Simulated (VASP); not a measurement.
# W (P1) in VASP: a series of runs, part 2 of 2

VASP 6.6.1. The steps go on from the part before.

**3. Single point, LDA**

INCAR reads:

```
PREC = Accurate
ENCUT = 520
EDIFF = 1E-7
ISMEAR = -1
SIGMA = 0.05
LREAL = F
LASPH = T
NELM = 100
ALGO = Normal
ISIF = 2
LWAVE = F
LCHARG = F
GGA = CA
NBANDS = 66
```

KPOINTS reads:

```
Automatic mesh
0
Gamma
  3 4 3
```

POSCAR reads:

```
W
1.0
   -1.4975130000      1.6099730000      4.7887300000
    3.1506280000      0.0668460000      3.2220720000
    0.0978160000      6.4300790000      0.0358760000
W
8
Direct
    0.9429514527      0.9658627900      0.0077667097
    0.0206396651      0.0035749710      0.4924016834
    0.0320334542      0.4473521924      0.2204667002
    0.5274746107      0.2686104625      0.3843588210
    0.0161322693      0.4831042305      0.7331169487
    0.4933179856      0.7271250750      0.1359130984
    0.4933703708      0.2413248804      0.8622579009
    0.4724373041      0.7720263111      0.6652622503
```

Potentials or basis: VASP PAW LDA potentials, release 64 (W_sv).

The run is started by

```
$ cat potpaw_LDA.64/W_sv/POTCAR > POTCAR
$ mpirun -np 1 vasp_std > vasp.out
```

OUTCAR:

```text
PREC = Accurate
   ENCUT = 520
   EDIFF = 1E-7
   ISMEAR = -1
   LREAL = F
   LASPH = T
   NELM = 100
   ISIF = 2
   GGA = CA

 ion  position               nearest neighbor table
   1  0.943  0.966  0.008-   7 2.58   4 2.60   3 2.60   5 2.65   8 2.74   3 2.88   6 2.92   6 2.97
                             5 2.98   6 3.10   7 3.14   2 3.22   2 3.28
   2  0.021  0.004  0.492-   6 2.62   4 2.63   3 2.63   5 2.68   8 2.70   5 2.78   7 2.81   3 3.07
                             4 3.09   1 3.22   8 3.27   4 3.28   1 3.28   8 3.37
   3  0.032  0.447  0.220-   7 2.59   1 2.60   2 2.63   6 2.75   4 2.88   1 2.88   6 2.97   4 3.00
                             2 3.07   6 3.12   5 3.16   8 3.19   5 3.28   4 3.38
   4  0.527  0.269  0.384-   6 2.55   1 2.60   2 2.63   5 2.70   8 2.80   3 2.88   8 2.90   3 3.00
                             7 3.03   6 3.06   2 3.09   2 3.28   3 3.38   7 3.43
   5  0.016  0.483  0.733-   7 2.63   1 2.65   2 2.68   4 2.70   8 2.73   2 2.78   6 2.92   8 2.94
                             1 2.98   8 3.14   3 3.16   7 3.19   7 3.28   3 3.28
   6  0.493  0.727  0.136-   4 2.55   2 2.62   3 2.75   7 2.85   7 2.87   1 2.92   5 2.92   1 2.97
                             3 2.97   4 3.06   8 3.06   1 3.10   3 3.12   8 3.38
   7  0.493  0.241  0.862-   8 2.56   1 2.58   3 2.59   5 2.63   8 2.65   2 2.81   6 2.85   6 2.87
                             4 3.03   1 3.14   5 3.19   5 3.28   4 3.43
   8  0.472  0.772  0.665-   7 2.56   7 2.65   2 2.70   5 2.73   1 2.74   4 2.80   4 2.90   5 2.94
                             6 3.06   5 3.14   3 3.19   2 3.27   2 3.37   6 3.38

  Warning from LATTYP: Got some problem with cell dimensions!
  Tried to take original basis but could not verify dimensions!
  LATTYP: Found a triclinic cell.
 ALAT       =     5.2693921147
 B/A-ratio  =     0.9758372176
 C/A-ratio  =     1.5107900493
 COS(alpha) =     0.0007437254
 COS(beta)  =     0.5052932697
 COS(gamma) =     0.6254654114

  Lattice vectors:

 A1 = (   1.4975130000,  -1.6099730000,  -4.7887300000)
 A2 = (   4.6481410000,  -1.5431270000,  -1.5666580000)
 A3 = (  -3.2484440000,  -6.4969250000,  -3.2579480000)

Analysis of symmetry for initial positions (statically):
=====================================================================
 Subroutine PRICEL returns:
[... 157 lines left out ...]
   IVDW    =     0    specifies the selected vdW correction
   LEPSILON=     F    determine dielectric tensor
   LRPA    =     F    only Hartree local field effects (RPA)
 non-spin polarized calculation
  energy-cutoff  :      520.00
  volume of cell :      128.33
 maximum number of plane-waves:      3467
   NGX = 19   NGY = 17   NGZ = 23

 number of electron     111.9999995 magnetization

 Free energy of the ion-electron system (eV)
  ---------------------------------------------------
  ext. energy  EPLUGINS =         0.00000000
  ---------------------------------------------------
  free energy    TOTEN  =      -110.22756439 eV

  energy without entropy =     -110.17778674  energy(sigma->0) =     -110.20267556

 E-fermi :  10.9880     XC(G=0): -13.7288

 val. band max:       10.9584612375   @ k =   0.3333  -0.2500   0.3333
 cond. band min:      10.9925375947   @ k =   0.0000   0.5000   0.3333
 fundamental gap:      0.0340763572
 Fermi energy:        10.9879543162

 k-point     1 :       0.0000    0.0000    0.0000
  band No.  band energies     occupation
      1     -62.5857      2.00000
      2     -62.4714      2.00000
      3     -62.4521      2.00000
      4     -62.4375      2.00000
      5     -62.4173      2.00000
      6     -62.3891      2.00000
[... 1300 lines left out ...]
     65      13.4367      0.00000
     66      13.5605      0.00000

------------------------ aborting loop because EDIFF is reached ----------------------------------------

  FORCE on cell =-STRESS in cart. coord.  units (eV):
  Direction    XX          YY          ZZ          XY          YZ          ZX
  --------------------------------------------------------------------------------------
  -------------------------------------------------------------------------------------
  Total        1.2571721     -3.5112267     -3.4978264     -2.3149831     -1.0038248     -0.7413307
  in kB       15.6955551    -43.8369974    -43.6696978    -28.9021234    -12.5325613     -9.2553727
  external PRESSURE =     -23.9370467 kB  Pullay stress =       0.0000000 kB

 VOLUME and BASIS-vectors are now :
 -----------------------------------------------------------------------------
  energy-cutoff  :      520.00
  volume of cell :      128.33
      direct lattice vectors                 reciprocal lattice vectors
    -1.497513000  1.609973000  4.788730000    -0.161425680  0.001575143  0.157813660
     3.150628000  0.066846000  3.222072000     0.239492873 -0.004068718  0.076261184
     0.097816000  6.430079000  0.035876000     0.037928281  0.155166996 -0.040306423

 POSITION                                       TOTAL-FORCE (eV/Angst)
 -----------------------------------------------------------------------------------
      1.63175      1.63263      7.62790        -0.629317      0.248149      3.782904
      0.02852      3.19965      0.12802        -0.264135      0.196830     -1.397028
      1.38303      1.49910      1.60271         2.096066      1.757396     -0.246867
      0.09399      3.33863      3.40520        -0.628561     -0.459699     -2.862375
      1.56963      4.77227      1.66015         1.237225      0.534209     -1.249879
      1.56544      1.71677      4.71009         0.153811     -1.001886      0.937737
      0.10584      6.35483      3.17112        -0.065525      1.510665      0.218335
      1.78996      5.08991      4.77377        -1.899564     -2.785664      0.817171
 -----------------------------------------------------------------------------------
    total drift:                               -0.000160     -0.000179     -0.000035

  FREE ENERGIE OF THE ION-ELECTRON SYSTEM (eV)
  ---------------------------------------------------
  free  energy   TOTEN  =      -110.2275643884 eV

  energy  without entropy=     -110.1777867396  energy(sigma->0) =     -110.20267556
```

Wall time 3.5 min (1 thread of AMD EPYC 7R43 (Zen 3), shared host); peak memory 0.22 GiB.

Results:

```
Free energy            : -110.2276 eV
Pressure               : -2.4 GPa
Largest force          : 3.843 eV/Å
Band gap on the k mesh : zero (band 56 reaches 11.18 eV, above the bottom of band 57 at 10.92 eV)
```

Forces on the atoms (eV/Å):
```
W   -0.629  0.248  3.783
W   -0.264  0.197 -1.397
W    2.096  1.757 -0.247
W   -0.629 -0.460 -2.862
W    1.237  0.534 -1.250
W    0.154 -1.002  0.938
W   -0.066  1.511  0.218
W   -1.900 -2.786  0.817
```

Stress tensor (GPa, compression positive):
```
 1.57 -2.89 -0.93
-2.89 -4.38 -1.25
-0.93 -1.25 -4.37
```

Levels at points of the mesh, in eV from the Fermi level:
```csv
k point,band 54,band 55,band 56,band 57,band 58,band 59
"(0.00, 0.00, 0.00)",-0.79,-0.70,-0.62,0.27,0.39,0.51
"(0.00, 0.50, 0.00)",-0.44,-0.28,0.09,0.33,0.47,0.66
```

Caveat: the k points lie up to 0.47 Å⁻¹ apart; spin-orbit coupling is left out, which moves the levels of the heavy elements; forces of over 1 eV/Å act on the atoms, so gaps and moduli don't describe the material at rest.
